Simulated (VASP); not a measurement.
Crystal: Li2Hg (fluorite type).

```
CELL_PARAMETERS angstrom
0.00000 3.19185 3.19185
3.19185 0.00000 3.19185
3.19185 3.19185 0.00000
ATOMIC_POSITIONS crystal
Hg 0.00000 0.00000 0.00000
Li 0.25000 0.25000 0.25000
Li 0.75000 0.75000 0.75000
```

* Program: VASP 6.6.1
* Task: relaxation of cell and atoms
* Functional: LDA
* Potentials or basis: VASP PAW LDA potentials, release 64 (Hg, Li_sv)
* Cutoff: 600 eV
* k mesh: 10 × 10 × 10
* Occupations: fermi-dirac, width 0.05 eV
* Spin: no spin polarisation

At the start: pressure -1.7 GPa; volume 21.68 Å³/atom.

**Question.** Where does the relaxation end?

**Answer.** Over 4 steps the energy falls by 8.7 meV/atom and the volume is 20.09 Å³/atom (-7.3 %); space group Fm-3m (No. 225, to 0.05 Å).

Step by step:
```csv
step,energy change (eV),largest force (eV/Å),pressure (GPa),volume (Å³)
1,0.0000,0.0000,-1.66,65.04
2,-0.0174,0.0000,-1.00,62.95
3,-0.0262,0.0000,-0.05,60.41
4,-0.0262,0.0000,-0.01,60.27
```

Final structure:
```
CELL_PARAMETERS angstrom
0.00000 3.11195 3.11195
3.11195 0.00000 3.11195
3.11195 3.11195 0.00000
ATOMIC_POSITIONS crystal
Hg 0.00000 0.00000 0.00000
Li 0.25000 0.25000 0.25000
Li 0.75000 0.75000 0.75000
```

Caveat: the cutoff is under 1.25 times the usual one of these potentials, so pressure, stress and relaxed cells hold a basis-set (Pulay) error.
